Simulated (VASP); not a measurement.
A run of VASP 6.6.1 is set up as follows.

The input INCAR:

```
PREC = Accurate
ENCUT = 520
EDIFF = 1E-7
ISMEAR = 0
SIGMA = 0.15
LREAL = F
LASPH = T
NELM = 60
ALGO = Fast
ISIF = 2
LWAVE = F
LCHARG = F
GGA = PE
NBANDS = 19
```

File KPOINTS:

```
Automatic mesh
0
Gamma
  18 18 10
```

File POSCAR:

```
Ti
1.0
    2.9382568838      0.0000000000      0.0000000000
   -1.4691284419      2.5446051042      0.0000000000
    0.0000000000      0.0000000000      4.6505573013
Ti
2
Direct
    0.2950453264      0.6666666667      0.2500000000
    0.7049546736      0.3333333333      0.7500000000
```

Potentials or basis: VASP PAW PBE potentials, release 64 (Ti_sv).

Launch:

```bash
$ cat potpaw_PBE.64/Ti_sv/POTCAR > POTCAR
$ mpirun -np 1 vasp_std > vasp.out
```

Question: What does it give for the pressure?

Answer: -0.4 GPa.

Question: Estimate the largest force.

Answer: 0.300 eV/Å.

Question: Predict the band gap on the k mesh.

Answer: Zero (bands 12 and 13 overlap by 1.10 eV).

Forces in eV/Å, atoms in the order of the input:
```
Ti   0.299  0.022  0.000
Ti  -0.299 -0.022  0.000
```

Caveat: the cell differs from its parent crystal (atoms displaced along a vibrational mode).
